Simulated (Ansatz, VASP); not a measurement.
**One calculation of SiC, two programs**

```xyz
4
Lattice="3.1778 0.0000 0.0000 -1.5889 2.7520 0.0000 0.0000 0.0000 5.0107" Properties=species:S:1:pos:R:3 pbc="T T T"
Si    0.0000    1.8347    0.0140
Si    1.5889    0.9173    2.5194
C     0.0000    1.8347    1.9151
C     1.5889    0.9173    4.4204
```

Alike in both runs: functional LDA; k mesh 12 × 12 × 6; occupations gaussian, width 0.05 eV; no spin polarisation.

Ansatz relaxed the structure, and its values are those at the end. VASP's run is a single point on that final structure, the one shown.

|  | VASP | Ansatz |
| --- | --- | --- |
| version | VASP 6.6.1 | Ansatz 0.2.0 |
| potentials or method | VASP PAW LDA potentials, release 64 (Si, C), cutoff 520 eV | scalar-relativistic, plane waves, PAW |
| valence electrons in the cell | 16 | 16 |

VASP gave:

```
gap on the k mesh at the Fermi level (eV) : 2.16
least direct gap on the mesh (eV)         : 3.42
pressure (GPa)                            : -14.8
rms of the force components (eV/Å)        : 0.004
```

Question: Which values does Ansatz return?

Answer: gap on the k mesh at the Fermi level (eV): 2.18; least direct gap on the mesh (eV): 3.43; pressure (GPa): -15.2; rms of the force components (eV/Å): 0.003.

Ansatz warns that its potentials were made for another functional, while VASP's fit it. LDA's correlation is that of Perdew and Zunger in VASP and of Perdew and Wang (1992) in Ansatz. Ansatz's warnings: stress scf threshold loose.
